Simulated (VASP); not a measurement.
Al, 1 atom in the cell. Symmetry: Fm-3m, No. 225, cubic system. Conventional cell: a = 4.050 Å, b = 4.050 Å, c = 4.050 Å, α = 90.00°, β = 90.00°, γ = 90.00°. Al (site symmetry m-3m) has 12 Al at 2.86 Å within 3.8 Å. 

| Property | Result |
| --- | --- |
| Program | VASP 6.6.1 |
| Task | single point |
| Functional | PBE |
| Potentials or basis | VASP PAW PBE potentials, release 64 (Al) |
| Cutoff | 520 eV |
| k mesh | 11 × 11 × 11 |
| Occupations | gaussian, width 0.014 eV |
| Spin | no spin polarisation |
| Dipole correction | no |
| Further INCAR settings | ALGO = Normal; EDIFF = 1e-07; NBANDS = 8 |

Potentials or basis: VASP PAW PBE potentials, release 64 (Al).

Run with:

```sh
$ cat potpaw_PBE.64/Al/POTCAR > POTCAR
$ mpirun -np 1 vasp_std > vasp.out
```

Hardware: 1 thread of AMD EPYC 7R13 Processor (Zen 3) (shared host).

Estimate the wall time of this run.

Run time: 7.8 s on 1 thread of AMD EPYC 7R13 Processor (Zen 3), with other jobs on the host, peak memory 0.1 GiB. Counts: scf iterations 11, k points 56.
